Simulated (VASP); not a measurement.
# ZnO (NiAs type) (P6_3/mmc) in VASP: a series of runs

The runs below take ZnO (NiAs type) through single point, with PBE.

Program: VASP 6.6.1. These are calculated values, not measurements. Logs are shortened: lines on timing, memory, paths and dates and some standing lists are left out, and cuts for length are marked.

## Step 1: The cell of the first run

It takes space group P6_3/mmc (No. 194, hexagonal). Conventional cell: a = 2.884 Å, b = 2.884 Å, c = 5.026 Å, α = 90.00°, β = 90.00°, γ = 120.00°. Within 2.8 Å of Zn (site symmetry -3m) lie 6 O at 2.09 Å and 2 Zn at 2.51 Å. O (site symmetry -6m2) has 6 Zn at 2.09 Å within 2.8 Å.

## Step 2: Single point, PBE

INCAR reads:

```
SYSTEM = ZnO
PREC = Accurate
ENCUT = 520
EDIFF = 1E-6
ISMEAR = -1
SIGMA = 0.08
LREAL = .FALSE.
LASPH = .TRUE.
NELM = 60
ALGO = Normal
ISIF = 2
LWAVE = .FALSE.
LCHARG = .FALSE.
GGA = PE
NBANDS = 26
```

KPOINTS reads:

```
regular mesh
0
G
  11 11 7
  0 0 0
```

POSCAR reads:

```
ZnO
1.0
    2.8844996273      0.0000000000      0.0000000000
   -1.4422498136      2.4980499544      0.0000000000
    0.0000000000      0.0000000000      5.0256031087
Zn O
2 2
Direct
    0.0000000000      0.0000000000      0.0000000000
    0.0000000000      0.0000000000      0.5000000000
    0.3333333333      0.6666666667      0.2500000000
    0.6666666667      0.3333333333      0.7500000000
```

Potentials or basis: VASP PAW PBE potentials, release 64 (Zn, O).

Command:

```console
> cat potpaw_PBE.64/Zn/POTCAR potpaw_PBE.64/O/POTCAR > POTCAR
> mpirun -np 1 vasp_std > vasp.out
```

OUTCAR:

```text
SYSTEM = ZnO
   PREC = Accurate
   ENCUT = 520
   EDIFF = 1E-6
   ISMEAR = -1
   LREAL = .FALSE.
   LASPH = .TRUE.
   NELM = 60
   ISIF = 2
   GGA = PE

 ion  position               nearest neighbor table
   1  0.000  0.000  0.000-   3 2.09   4 2.09   3 2.09   4 2.09   4 2.09   3 2.09   2 2.51   2 2.51

   2  0.000  0.000  0.500-   3 2.09   4 2.09   3 2.09   4 2.09   4 2.09   3 2.09   1 2.51   1 2.51

   3  0.333  0.667  0.250-   1 2.09   2 2.09   1 2.09   2 2.09   1 2.09   2 2.09
   4  0.667  0.333  0.750-   1 2.09   2 2.09   1 2.09   2 2.09   1 2.09   2 2.09

  LATTYP: Found a hexagonal cell.
 ALAT       =     2.8844996273
 C/A-ratio  =     1.7422789939

  Lattice vectors:

 A1 = (   2.8844996273,   0.0000000000,   0.0000000000)
 A2 = (  -1.4422498136,   2.4980499544,   0.0000000000)
 A3 = (   0.0000000000,   0.0000000000,   5.0256031087)

Analysis of symmetry for initial positions (statically):
=====================================================================
 Subroutine PRICEL returns:
 Original cell was already a primitive cell.

 Routine SETGRP: Setting up the symmetry group for a
 hexagonal supercell.

 Subroutine GETGRP returns: Found 24 space group operations
 (whereof 12 operations were pure point group operations)
 out of a pool of 24 trial point group operations.

The static configuration has the point symmetry D_3d.
 The point group associated with its full space group is D_6h.

Analysis of symmetry for dynamics (positions and initial velocities):
=====================================================================
 Subroutine PRICEL returns:
 Original cell was already a primitive cell.

 Routine SETGRP: Setting up the symmetry group for a
 hexagonal supercell.

 Subroutine GETGRP returns: Found 24 space group operations
 (whereof 12 operations were pure point group operations)
 out of a pool of 24 trial point group operations.

The dynamic configuration has the point symmetry D_3d.
 The point group associated with its full space group is D_6h.

 Subroutine INISYM returns: Found 24 space group operations
 (whereof 12 operations are pure point group operations),
 and found     1 'primitive' translations

----------------------------------------------------------------------------------------

                                     Primitive cell

  volume of cell :      36.2126

  direct lattice vectors                    reciprocal lattice vectors
     2.884499627  0.000000000  0.000000000     0.346680579  0.200156125  0.000000000
    -1.442249814  2.498049954  0.000000000     0.000000000  0.400312251  0.000000000
     0.000000000  0.000000000  5.025603109     0.000000000  0.000000000  0.198981093

  length of vectors
     2.884499627  2.884499627  5.025603109     0.400312251  0.400312251  0.198981093

  position of ions in fractional coordinates (direct lattice)
     0.000000000  0.000000000  0.000000000
     0.000000000  0.000000000  0.500000000
     0.333333333  0.666666667  0.250000000
     0.666666667  0.333333333  0.750000000

  ion indices of the primitive-cell ions
   primitive index   ion index
                 1           1
                 2           2
                 3           3
                 4           4

----------------------------------------------------------------------------------------

 KPOINTS: regular mesh

Automatic generation of k-mesh.
 Grid dimensions read from file:
 generate k-points for:   11   11    7

 Generating k-lattice:

  Cartesian coordinates                     Fractional coordinates (reciprocal lattice)
     0.031516416  0.018196011  0.000000000     0.090909091  0.000000000  0.000000000
     0.000000000  0.036392023  0.000000000     0.000000000  0.090909091  0.000000000
     0.000000000  0.000000000  0.028425870     0.000000000  0.000000000  0.142857143

  Length of vectors
     0.036392023  0.036392023  0.028425870

  Shift w.r.t. Gamma in fractional coordinates (k-lattice)
     0.000000000  0.000000000  0.000000000

 Subroutine IBZKPT returns following result:
 ===========================================

 Found     64 irreducible k-points:

 Following reciprocal coordinates:
            Coordinates               Weight
  0.000000  0.000000  0.000000      1.000000
  0.090909  0.000000  0.000000      6.000000
  0.181818  0.000000  0.000000      6.000000
  0.272727  0.000000  0.000000      6.000000
  0.363636  0.000000  0.000000      6.000000
  0.454545  0.000000  0.000000      6.000000
[... 16 lines left out ...]
  0.090909  0.090909  0.142857     12.000000
  0.181818  0.090909  0.142857     24.000000
 [... further k-points ...]
   k-points           NKPTS =     64   k-points in BZ     NKDIM =     64   number of bands    NBANDS=     26
   number of dos      NEDOS =    301   number of ions     NIONS =      4
   total plane-waves  NPLWV =  23040
   dimension x,y,z NGX =    24 NGY =   24 NGZ =   40
   dimension x,y,z NGXF=    48 NGYF=   48 NGZF=   80
   ions per type =               2   2
   NGX,Y,Z   is equivalent  to a cutoff of  13.83, 13.83, 13.23 a.u.
   NGXF,Y,Z  is equivalent  to a cutoff of  27.66, 27.66, 26.46 a.u.
 SYSTEM =  ZnO
   PREC   = accura    normal or accurate (medium, high low for compatibility)
   ISTART =      0    job   : 0-new  1-cont  2-samecut
   ICHARG =      2    charge: 1-file 2-atom 10-const
   ISPIN  =      1    spin polarized calculation?
   LNONCOLLINEAR =      F non collinear calculations
   LSORBIT =      F    spin-orbit coupling
   LASPH  =      T    aspherical Exc in radial PAW
   ENCUT  =  520.0 eV  38.22 Ry    6.18 a.u.   5.36  5.36  9.34*2*pi/ulx,y,z
   NELM   =     60;   NELMIN=  2; NELMDL= -5     # of ELM steps
   EDIFF  = 0.1E-05   stopping-criterion for ELM
   LREAL  =      F    real-space projection
   EDIFFG = 0.1E-04   stopping-criterion for IOM
   NSW    =      0    number of steps for IOM
   IBRION =     -1    ionic relax: 0-MD 1-quasi-New 2-CG
   NFREE  =      0    steps in history (QN), initial steepest desc. (CG)
   ISIF   =      2    stress and relaxation
   ISYM   =      2    0-nonsym 1-usesym 2-fastsym
   POTIM  = 0.5000    time-step for ionic-motion
   TEBEG  =    0.0;   TEEND  =   0.0 temperature during run
   PSTRESS=    0.0 pullay stress
   NELECT =      36.0000    total number of electrons
   NUPDOWN=      -1.0000    fix difference up-down
   EMIN   =  10.00;   EMAX   =-10.00  energy-range for DOS
   EFERMI =   0.00;   METHOD = LEGACY
   ISMEAR =    -1;   SIGMA  =   0.08  broadening in eV -4-tet -1-fermi 0-gaus
   EFERMI_NEDOS =   21; number of points for ismear=-14 and -15
   IALGO  =     38    algorithm
   IMIX   =      4    mixing-type and parameters
     AMIX     =   0.40;   BMIX     =  1.00
     AMIX_MAG =   1.60;   BMIX_MAG =  1.00
  volume/ion in A,a.u.               =       9.05        61.09
  Fermi-wavevector in a.u.,A,eV,Ry     =   1.633888  3.087601 36.321997  2.669591
  Thomas-Fermi vector in A             =   2.725619
   LORBIT       =      0    0 simple, 1 ext, 2 COOP (PROOUT), +10 PAW based schemes
   GGA     = PE    functional components
   LHFCALC =     F    Hartree Fock is set to
   AEXX    =    0.0000 exact exchange contribution
   IVDW    =     0    specifies the selected vdW correction
   LEPSILON=     F    determine dielectric tensor
   LRPA    =     F    only Hartree local field effects (RPA)
 non-spin polarized calculation
  energy-cutoff  :      520.00
  volume of cell :       36.21
 maximum number of plane-waves:       996
 NGX is ok and might be reduce to    24

 number of electron      36.0000018 magnetization

 Free energy of the ion-electron system (eV)
  ---------------------------------------------------
  ext. energy  EPLUGINS =         0.00000000
  ---------------------------------------------------
  free energy    TOTEN  =       -16.53807934 eV

  energy without entropy =      -16.53806461  energy(sigma->0) =      -16.53807197

 E-fermi :   4.2860     XC(G=0): -12.7267

 val. band max:        3.5908966622   @ k =   0.0000   0.0000   0.0000
 cond. band min:       4.7198017110   @ k =   0.0000   0.0000   0.0000
 fundamental gap:      1.1289050488
 Fermi energy:         4.2860190603

 k-point     1 :       0.0000    0.0000    0.0000
  band No.  band energies     occupation
      1     -15.7845      2.00000
      2     -14.3501      2.00000
      3      -4.6772      2.00000
      4      -2.6095      2.00000
      5      -2.6095      2.00000
      6      -2.3329      2.00000
[... 18 lines left out ...]
     25      22.0313      0.00000
     26      22.9684      0.00000

 k-point     2 :       0.0909    0.0000    0.0000
  band No.  band energies     occupation
      1     -15.6854      2.00000
      2     -14.3150      2.00000
      3      -4.5206      2.00000
      4      -2.6038      2.00000
      5      -2.5858      2.00000
      6      -2.3347      2.00000
[... 18 lines left out ...]
     25      20.6757      0.00000
     26      21.1282      0.00000

 k-point     3 :       0.1818    0.0000    0.0000
  band No.  band energies     occupation
      1     -15.4046      2.00000
      2     -14.2209      2.00000
      3      -4.0770      2.00000
      4      -2.5826      2.00000
      5      -2.5479      2.00000
      6      -2.4240      2.00000
[... 18 lines left out ...]
     25      18.9958      0.00000
     26      19.9775      0.00000

 k-point     4 :       0.2727    0.0000    0.0000
  band No.  band energies     occupation
      1     -14.9956      2.00000
      2     -14.1011      2.00000
      3      -3.4667      2.00000
      4      -3.0127      2.00000
      5      -2.5679      2.00000
      6      -2.5188      2.00000
[... 18 lines left out ...]
     25      18.5354      0.00000
     26      19.5415      0.00000
[... 496 lines left out ...]
      1     -14.1899      2.00000
      2     -14.0256      2.00000
      3      -4.3399      2.00000
      4      -3.1280      2.00000
      5      -2.6566      2.00000
      6      -2.2834      2.00000
[... 18 lines left out ...]
     25      17.1529      0.00000
     26      19.9782      0.00000

 k-point    23 :       0.0909    0.0909    0.1429
  band No.  band energies     occupation
      1     -15.4424      2.00000
      2     -14.3235      2.00000
      3      -4.0955      2.00000
      4      -2.5304      2.00000
      5      -2.5250      2.00000
      6      -2.3235      2.00000
[... 18 lines left out ...]
     25      18.9444      0.00000
     26      20.6598      0.00000

 k-point    24 :       0.1818    0.0909    0.1429
  band No.  band energies     occupation
      1     -15.1050      2.00000
      2     -14.1986      2.00000
      3      -3.6467      2.00000
      4      -2.7622      2.00000
      5      -2.4961      2.00000
      6      -2.3902      2.00000
[... 18 lines left out ...]
     25      18.1392      0.00000
     26      19.9954      0.00000

 [... further k-points ...]
[... 5 lines left out ...]
  --------------------------------------------------------------------------------------
  -------------------------------------------------------------------------------------
  Total        6.4464825      6.4464825      6.5038223      0.0000000     -0.0000000      0.0000000
  in kB      285.2158123    285.2158123    287.7527329      0.0000000     -0.0000000      0.0000000
  external PRESSURE =     286.0614525 kB  Pullay stress =       0.0000000 kB

 VOLUME and BASIS-vectors are now :
 -----------------------------------------------------------------------------
  energy-cutoff  :      520.00
  volume of cell :       36.21
      direct lattice vectors                 reciprocal lattice vectors
     2.884499627  0.000000000  0.000000000     0.346680579  0.200156125  0.000000000
    -1.442249814  2.498049954  0.000000000     0.000000000  0.400312251  0.000000000
     0.000000000  0.000000000  5.025603109     0.000000000  0.000000000  0.198981093

 POSITION                                       TOTAL-FORCE (eV/Angst)
 -----------------------------------------------------------------------------------
      0.00000      0.00000      0.00000        -0.000000      0.000000     -0.000000
      0.00000      0.00000      2.51280        -0.000000      0.000000     -0.000000
     -0.00000      1.66537      1.25640        -0.000000      0.000000      0.000000
      1.44225      0.83268      3.76920         0.000000      0.000000      0.000000
 -----------------------------------------------------------------------------------
    total drift:                               -0.000000      0.000000      0.000000

  FREE ENERGIE OF THE ION-ELECTRON SYSTEM (eV)
  ---------------------------------------------------
  free  energy   TOTEN  =       -16.5380793367 eV

  energy  without entropy=      -16.5380646086  energy(sigma->0) =      -16.53807197
```

It took 26 s on 1 thread of Intel Xeon 6975P-C (Granite Rapids), shared host; peak memory 0.18 GiB.

Results:

```
Free energy            : -16.5381 eV
Pressure               : 28.6 GPa
Band gap on the k mesh : 1.13 eV, direct
```

A k mesh can miss the band edges. As with any semilocal functional, this PBE gap is likely too small.

## Step 3: Single point, PBE

INCAR reads:

```
PREC = Accurate ; ENCUT = 520
EDIFF = 1E-7 ; ISMEAR = -1
SIGMA = 0.08 ; LREAL = False
LASPH = True ; NELM = 60
ALGO = Normal ; ISIF = 2
LWAVE = False ; LCHARG = True
GGA = PE ; LELF = True
LVHAR = True ; NBANDS = 26
```

KPOINTS reads:

```
Automatic mesh
0
Gamma
  11 11 7
```

POSCAR is that of step 2.

Potentials or basis: VASP PAW PBE potentials, release 64 (Zn, O).

Command:

```console
> cat potpaw_PBE.64/Zn/POTCAR potpaw_PBE.64/O/POTCAR > POTCAR
> mpirun -np 1 vasp_std > vasp.out
```

Wall time 29 s (1 thread of Intel Xeon 6975P-C (Granite Rapids), shared host); peak memory 0.19 GiB.

Results (log left out):

```
Free energy            : -16.5381 eV
Pressure               : 28.9 GPa
Band gap on the k mesh : 1.13 eV, direct
```

Stress tensor (GPa, compression positive):
```
28.77  0.00  0.00
 0.00 28.77  0.00
 0.00  0.00 29.02
```

Levels at points of the mesh, in eV from the valence-band top:
```csv
k point,band 16,band 17,band 18,band 19,band 20,band 21
"(0.00, 0.00, 0.00)",-1.50,0.00,0.00,1.13,5.94,9.23
```

## Step 4: Single point, PBE

This run uses another cell than the first one, of 9.67 Å³/atom, 1.068 times its volume.

INCAR reads:

```
ALGO     = Normal         # electronic algorithm
EDIFF    = 1E-6           # SCF threshold, eV
ENCUT    = 520            # plane-wave cutoff, eV
GGA      = PE             # functional
ISIF     = 2              # what is computed and relaxed
ISMEAR   = -1             # smearing method
LASPH    = T              # aspherical terms in the spheres
LCHARG   = F              # write CHGCAR
LREAL    = F              # projectors in reciprocal space
LWAVE    = F              # write WAVECAR
NBANDS   = 26             # bands
NELM     = 80             # most SCF steps
PREC     = Accurate       # precision mode
SIGMA    = 0.08           # smearing width, eV
```

KPOINTS reads:

```
k-points
0
Gamma
  11 11 7
```

POSCAR reads:

```
ZnO
1.0
    2.9569815291      0.0000000000      0.0000000000
   -1.4784907646      2.5608211227      0.0000000000
    0.0000000000      0.0000000000      5.1083085340
Zn O
2 2
Direct
    0.0000000000      0.0000000000      0.0000000000
    0.0000000000      0.0000000000      0.5000000000
    0.3333333333      0.6666666667      0.2500000000
    0.6666666667      0.3333333333      0.7500000000
```

Potentials or basis: VASP PAW PBE potentials, release 64 (Zn, O).

Command:

```console
> cat potpaw_PBE.64/Zn/POTCAR potpaw_PBE.64/O/POTCAR > POTCAR
> mpirun -np 1 vasp_std > vasp.out
```

OUTCAR:

```text
EDIFF = 1E-6
   ENCUT = 520
   GGA = PE
   ISIF = 2
   ISMEAR = -1
   LASPH = T
   LREAL = F
   NELM = 80
   PREC = Accurate

 ion  position               nearest neighbor table
   1  0.000  0.000  0.000-   3 2.13   4 2.13   4 2.13   3 2.13   4 2.13   3 2.13   2 2.55   2 2.55

   2  0.000  0.000  0.500-   3 2.13   4 2.13   4 2.13   3 2.13   4 2.13   3 2.13   1 2.55   1 2.55

   3  0.333  0.667  0.250-   1 2.13   2 2.13   1 2.13   2 2.13   1 2.13   2 2.13
   4  0.667  0.333  0.750-   1 2.13   2 2.13   1 2.13   2 2.13   1 2.13   2 2.13
[... 899 lines left out ...]
  Direction    XX          YY          ZZ          XY          YZ          ZX
  --------------------------------------------------------------------------------------
  -------------------------------------------------------------------------------------
  Total        2.9735323      2.9735323      3.0215855     -0.0000000     -0.0000000      0.0000000
  in kB      123.1624336    123.1624336    125.1527782     -0.0000000     -0.0000000      0.0000000
  external PRESSURE =     123.8258818 kB  Pullay stress =       0.0000000 kB

 VOLUME and BASIS-vectors are now :
 -----------------------------------------------------------------------------
  energy-cutoff  :      520.00
  volume of cell :       38.68
      direct lattice vectors                 reciprocal lattice vectors
     2.956981529  0.000000000  0.000000000     0.338182701  0.195249873  0.000000000
    -1.478490765  2.560821123  0.000000000     0.000000000  0.390499747  0.000000000
     0.000000000  0.000000000  5.108308534     0.000000000  0.000000000  0.195759515

 POSITION                                       TOTAL-FORCE (eV/Angst)
 -----------------------------------------------------------------------------------
      0.00000      0.00000      0.00000        -0.000000      0.000000     -0.000000
      0.00000      0.00000      2.55415        -0.000000      0.000000     -0.000000
     -0.00000      1.70721      1.27708         0.000000     -0.000000      0.000000
      1.47849      0.85361      3.83123        -0.000000      0.000000      0.000000
 -----------------------------------------------------------------------------------
    total drift:                               -0.000000      0.000000      0.000000

  FREE ENERGIE OF THE ION-ELECTRON SYSTEM (eV)
  ---------------------------------------------------
  free  energy   TOTEN  =       -16.8528392867 eV

  energy  without entropy=      -16.8527450883  energy(sigma->0) =      -16.85279219
```

Run time: 23 s. Hardware: 1 thread of Intel Xeon 6975P-C (Granite Rapids), shared host; peak memory 0.19 GiB.

Results:

- Free energy: -16.8528 eV
- Pressure: 12.4 GPa
- Band gap on the k mesh: 0.80 eV, direct

Levels at points of the mesh, in eV from the valence-band top:
```tsv
k point	band 16	band 17	band 18	band 19	band 20	band 21
(0.00, 0.00, 0.00)	-1.29	0.00	0.00	0.80	5.70	8.77
```
